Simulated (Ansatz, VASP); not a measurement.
**KBaCeBiO6 in VASP and in Ansatz**

```xyz
10
Lattice="0.0000 4.3542 4.3542 4.3542 0.0000 4.3542 4.3542 4.3542 0.0000" Properties=species:S:1:pos:R:3 pbc="T T T"
Ba    6.5313    6.5313    6.5313
Bi    0.0000    0.0000    0.0000
Ce    4.3542    4.3542    4.3542
K     2.1771    2.1771    2.1771
O     2.1282    4.3542    4.3542
O     6.5802    4.3542    4.3542
O     4.3542    2.1282    4.3542
O     4.3542    6.5802    4.3542
O     4.3542    4.3542    2.1282
O     4.3542    4.3542    6.5802
```

Alike in both runs: functional PBE; k mesh 6 × 6 × 6; occupations gaussian, width 0.02 eV; no spin polarisation; Hubbard terms Ce f U = 5.0 eV.

Ansatz relaxed the structure, and its values are those at the end. VASP's run is a single point on that final structure, the one shown.

|  | VASP | Ansatz |
| --- | --- | --- |
| version | VASP 6.6.1 | Ansatz 0.2.0 |
| potentials or method | VASP PAW PBE potentials, release 64 (Ba_sv, Bi_d, Ce, K_sv, O), cutoff 520 eV | scalar-relativistic, plane waves, PAW |
| valence electrons in the cell | 82 | 82 |

|  | VASP | Ansatz | Ansatz less VASP |
| --- | --- | --- | --- |
| gap on the k mesh at the Fermi level (eV) | 1.60 | 1.61 | +0.008 |
| least direct gap on the mesh (eV) | 1.64 | 1.64 | +0.001 |
| pressure (GPa) | 1.5 | 0.0 | -1.49 |
| rms of the force components (eV/Å) | 0.083 | 0.000 | -0.0826 |

The programs project onto different local orbitals, so the same U acts differently, and such runs can settle in different states.

Neither program's run includes spin-orbit coupling.
